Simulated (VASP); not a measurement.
# Lu (Im-3m) in VASP: further runs, part 2 of 2

VASP 6.6.1.

## (3) Single point, r2SCAN

This run uses another cell than the first one, of 20.19 Å³/atom.

POSCAR reads:

```
Lu
1.0
   -1.7153987077      1.7153987077      1.7153987077
    1.7153987077     -1.7153987077      1.7153987077
    1.7153987077      1.7153987077     -1.7153987077
Lu
1
Direct
    0.0000000000      0.0000000000      0.0000000000
```

INCAR.step1 reads:

```
ALGO = Normal ; EDIFF = 1E-4
ENCUT = 520 ; GGA = PE
ISMEAR = -1 ; LASPH = True
LCHARG = False ; LREAL = False
LWAVE = True ; NBANDS = 18
NELM = 80 ; PREC = Accurate
SIGMA = 0.05
```

INCAR.step2 reads:

```
ALGO = Normal ; EDIFF = 1E-6
ENCUT = 520 ; ISIF = 2
ISMEAR = -1 ; ISTART = 1
LASPH = True ; LCHARG = False
LMIXTAU = True ; LREAL = False
LWAVE = False ; METAGGA = R2SCAN
NBANDS = 18 ; NELM = 80
PREC = Accurate ; SIGMA = 0.05
```

KPOINTS reads:

```
k-points
0
Gamma
  10 10 10
```

Potentials or basis: VASP PAW PBE potentials, release 64 (Lu).

Command:

```console
$ cat potpaw_PBE.64/Lu/POTCAR > POTCAR
$ cp INCAR.step1 INCAR
$ mpirun -np 1 vasp_std > vasp.out
$ cp INCAR.step2 INCAR
$ mpirun -np 1 vasp_std > vasp.out
```

It took 35 s on 1 thread of Intel Xeon Platinum 8488C (Sapphire Rapids), shared host; peak memory 0.16 GiB.

The run converged. Its results:

| Quantity | Value |
| --- | --- |
| Free energy | -37.2306 eV |
| Pressure | 31.0 GPa |
| Band gap on the k mesh | zero (an odd number of electrons rules out a gap without spin polarisation) |

Levels at points of the mesh, in eV from the Fermi level:
```
           k point  band 9  band 10  band 11  band 12  band 13  band 14  band 15  band 16
(0.00, 0.00, 0.00)   -4.78    -4.78    -4.78    -4.72     2.80     2.80     2.80     5.83
(0.50, 0.00, 0.00)   -4.79    -4.79    -4.75    -3.47     0.05     2.12     6.01     7.25
(0.50, 0.50, 0.50)   -4.76    -4.76    -4.76    -3.12    -3.12     9.35     9.35     9.35
```

Caveat: the cell stands under pressure; the PAW data sets were made with another functional, which shifts forces and pressure a little; spin-orbit coupling is left out, which moves the levels of the heavy elements.

## (4) Single point, r2SCAN

This run uses another cell than the first one, of 22.07 Å³/atom.

POSCAR reads:

```
Lu
1.0
   -1.7670408220      1.7670408220      1.7670408220
    1.7670408220     -1.7670408220      1.7670408220
    1.7670408220      1.7670408220     -1.7670408220
Lu
1
Direct
    0.0000000000      0.0000000000      0.0000000000
```

INCAR.step1 reads:

```
PREC = Accurate ; ENCUT = 520
ISMEAR = -1 ; SIGMA = 0.05
LREAL = False ; LASPH = True
NELM = 60 ; NBANDS = 18
GGA = PE ; ALGO = Normal
EDIFF = 1E-4 ; LWAVE = True
LCHARG = False
```

INCAR.step2 reads:

```
PREC = Accurate ; ENCUT = 520
EDIFF = 1E-7 ; ISMEAR = -1
SIGMA = 0.05 ; LREAL = False
LASPH = True ; NELM = 60
ALGO = Normal ; ISIF = 2
LWAVE = False ; LCHARG = False
METAGGA = R2SCAN ; LMIXTAU = True
NBANDS = 18 ; ISTART = 1
```

KPOINTS reads:

```
Automatic mesh
0
Gamma
  10 10 10
```

Command:

```console
$ cat potpaw_PBE.64/Lu/POTCAR > POTCAR
$ cp INCAR.step1 INCAR
$ mpirun -np 1 vasp_std > vasp.out
$ cp INCAR.step2 INCAR
$ mpirun -np 1 vasp_std > vasp.out
```

Wall time 41 s (1 thread of Intel Xeon Platinum 8488C (Sapphire Rapids), shared host); peak memory 0.16 GiB.

The run converged. Its results:

- Free energy: -37.5342 eV
- Pressure: 20.9 GPa
- Band gap on the k mesh: zero (an odd number of electrons rules out a gap without spin polarisation)

Levels at points of the mesh, in eV from the Fermi level:
| k point | band 10 | band 11 | band 12 | band 13 | band 14 | band 15 |
| --- | --- | --- | --- | --- | --- | --- |
| (0.00, 0.00, 0.00) | -4.90 | -4.90 | -4.85 | 2.69 | 2.69 | 2.69 |
| (0.50, 0.00, 0.00) | -4.91 | -4.88 | -3.27 | 0.17 | 1.48 | 5.57 |
| (0.50, 0.50, 0.50) | -4.88 | -4.88 | -2.75 | -2.75 | 8.35 | 8.35 |

Caveat: the cell stands under pressure; the PAW data sets were made with another functional, which shifts forces and pressure a little; spin-orbit coupling is left out, which moves the levels of the heavy elements.

## (5) Single point, r2SCAN

This run uses another cell than the first one, of 24.90 Å³/atom.

POSCAR reads:

```
Lu
1.0
   -1.8395938741      1.8395938741      1.8395938741
    1.8395938741     -1.8395938741      1.8395938741
    1.8395938741      1.8395938741     -1.8395938741
Lu
1
Direct
    0.0000000000      0.0000000000      0.0000000000
```

INCAR.step1 reads:

```
PREC = Accurate ; ENCUT = 520
ISMEAR = -1 ; SIGMA = 0.05
LREAL = F ; LASPH = T
NELM = 80 ; NBANDS = 18
GGA = PE ; ALGO = Normal
EDIFF = 1E-4 ; LWAVE = T
LCHARG = F
```

INCAR.step2 reads:

```
PREC = Accurate ; ENCUT = 520
EDIFF = 1E-6 ; ISMEAR = -1
SIGMA = 0.05 ; LREAL = F
LASPH = T ; NELM = 80
ALGO = Normal ; ISIF = 2
LWAVE = F ; LCHARG = F
METAGGA = R2SCAN ; LMIXTAU = T
NBANDS = 18 ; ISTART = 1
```

KPOINTS is that of step 4.

Potentials or basis: VASP PAW PBE potentials, release 64 (Lu).

Command:

```console
$ cat potpaw_PBE.64/Lu/POTCAR > POTCAR
$ cp INCAR.step1 INCAR
$ mpirun -np 1 vasp_std > vasp.out
$ cp INCAR.step2 INCAR
$ mpirun -np 1 vasp_std > vasp.out
```

OUTCAR:

```text
PREC = Accurate
   ENCUT = 520
   EDIFF = 1E-6
   ISMEAR = -1
   LREAL = F
   LASPH = T
   NELM = 80
   ISIF = 2
   METAGGA = R2SCAN
   ISTART = 1

 ion  position               nearest neighbor table
   1  0.000  0.000  0.000-

  LATTYP: Found a body centered cubic cell.
 ALAT       =     3.6791877482

  Lattice vectors:

 A1 = (  -1.8395938741,   1.8395938741,   1.8395938741)
 A2 = (   1.8395938741,  -1.8395938741,   1.8395938741)
 A3 = (   1.8395938741,   1.8395938741,  -1.8395938741)

Analysis of symmetry for initial positions (statically):
=====================================================================
 Subroutine PRICEL returns:
 Original cell was already a primitive cell.

 Routine SETGRP: Setting up the symmetry group for a
 body centered cubic supercell.

 Subroutine GETGRP returns: Found 48 space group operations
 (whereof 48 operations were pure point group operations)
 out of a pool of 48 trial point group operations.

The static configuration has the point symmetry O_h .

[... 145 lines left out ...]
   NGX = 11   NGY = 11   NGZ = 11

 number of electron      25.0000008 magnetization

 Free energy of the ion-electron system (eV)
  ---------------------------------------------------
  ext. energy  EPLUGINS =         0.00000000
  ---------------------------------------------------
  free energy    TOTEN  =       -37.80894026 eV

  energy without entropy =      -37.79471226  energy(sigma->0) =      -37.80182626

 E-fermi :   3.0285     XC(G=0): -12.4626

 val. band max:        2.9519330762   @ k =   0.3000   0.2000   0.2000
 cond. band min:       3.0757314083   @ k =  -0.3000   0.4000   0.1000
 fundamental gap:      0.1237983321
 Fermi energy:         3.0285441866

 k-point     1 :       0.0000    0.0000    0.0000
  band No.  band energies     occupation
      1     -54.8003      2.00000
      2     -24.4359      2.00000
      3     -24.4359      2.00000
      4     -24.4359      2.00000
      5      -3.8411      2.00000
      6      -2.1466      2.00000
[... 481 lines left out ...]
      5      -2.1283      2.00000
      6      -2.0918      2.00000
[... 10 lines left out ...]
     17       9.1106      0.00000
     18      15.0891      0.00000

 [... further k-points ...]
[... 5 lines left out ...]
  --------------------------------------------------------------------------------------
  -------------------------------------------------------------------------------------
  Total        1.6365754      1.6365754      1.6365754      0.0000000      0.0000000     -0.0000000
  in kB      105.2981506    105.2981506    105.2981506      0.0000000      0.0000000     -0.0000000
  external PRESSURE =     105.2981506 kB  Pullay stress =       0.0000000 kB

 VOLUME and BASIS-vectors are now :
 -----------------------------------------------------------------------------
  energy-cutoff  :      520.00
  volume of cell :       24.90
      direct lattice vectors                 reciprocal lattice vectors
    -1.839593874  1.839593874  1.839593874     0.000000000  0.271799122  0.271799122
     1.839593874 -1.839593874  1.839593874     0.271799122  0.000000000  0.271799122
     1.839593874  1.839593874 -1.839593874     0.271799122  0.271799122  0.000000000

 POSITION                                       TOTAL-FORCE (eV/Angst)
 -----------------------------------------------------------------------------------
      0.00000      0.00000      0.00000         0.000000      0.000000      0.000000
 -----------------------------------------------------------------------------------
    total drift:                               -0.000000      0.000000      0.000000

  FREE ENERGIE OF THE ION-ELECTRON SYSTEM (eV)
  ---------------------------------------------------
  free  energy   TOTEN  =       -37.8089402619 eV

  energy  without entropy=      -37.7947122553  energy(sigma->0) =      -37.80182626
```

It took 37 s on 1 thread of Intel Xeon Platinum 8488C (Sapphire Rapids), shared host; peak memory 0.16 GiB.

What came out:

```
Free energy            : -37.8089 eV
Pressure               : 10.5 GPa
Band gap on the k mesh : zero (an odd number of electrons rules out a gap without spin polarisation)
```

Caveat: the cell stands under pressure; the PAW data sets were made with another functional, which shifts forces and pressure a little; spin-orbit coupling is left out, which moves the levels of the heavy elements.

## (6) Summary

| level | cell | k mesh | cutoff (eV) | smearing | grid for exact exchange (PRECFOCK) | share of exact exchange | gap on the mesh (eV) | pressure (GPa) |
| --- | --- | --- | --- | --- | --- | --- | --- | --- |
| r2SCAN0 | a = 3.385 Å, angles 109.5°, 1 atom | 7 × 7 × 7 | 580 | methfessel-paxton 0.01 eV | Normal | 0.25 | none | 1.0 |
| r2SCAN | a = 2.971 Å, angles 109.5°, 1 atom | 10 × 10 × 10 | 520 | fermi-dirac 0.05 eV | - | - | none | 31.0 |
| r2SCAN | a = 3.061 Å, angles 109.5°, 1 atom | 10 × 10 × 10 | 520 | fermi-dirac 0.05 eV | - | - | none | 20.9 |
| r2SCAN | a = 3.186 Å, angles 109.5°, 1 atom | 10 × 10 × 10 | 520 | fermi-dirac 0.05 eV | - | - | none | 10.5 |

Alike in all rows: task single point; potentials or basis VASP PAW PBE potentials, release 64 (Lu); no spin polarisation.

Caveats: the PAW data sets were made with another functional, which shifts forces and pressure a little; spin-orbit coupling is left out, which moves the levels of the heavy elements; the cell stands under pressure (at least some runs).

Absolute energies hang on the potentials; compare differences alone.

The gap in the log of VASP goes by the Fermi energy; the results here count the filled bands.